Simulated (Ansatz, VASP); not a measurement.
# Si2W in VASP and in Ansatz

```
W Si
1.0
     0.00000    2.82620    2.82620
     2.82620    0.00000    2.82620
     2.82620    2.82620    0.00000
W Si
1 2
Direct
  0.00000 0.00000 0.00000
  0.25000 0.25000 0.25000
  0.75000 0.75000 0.75000
```

Change from the starting cell: volume scaled by 0.88, LAPW.

Alike in both runs: task single point; functional PBE; k mesh 9 × 9 × 9; occupations fermi-dirac, width 0.08 eV; no spin polarisation.

|  | VASP | Ansatz |
| --- | --- | --- |
| version | VASP 6.6.1 | Ansatz 0.2.0 |
| potentials or method | VASP PAW PBE potentials, release 64 (W_sv, Si), cutoff 500 eV | all-electron LAPW, scalar-relativistic |

Ansatz gave:

```
pressure (GPa) : 22.1
```

Problem. What did VASP give for the same quantities?

Solution. Pressure (GPa): 22.4.

Ansatz ran all-electron here, and VASP with PAW potentials.

Neither program's run includes spin-orbit coupling.
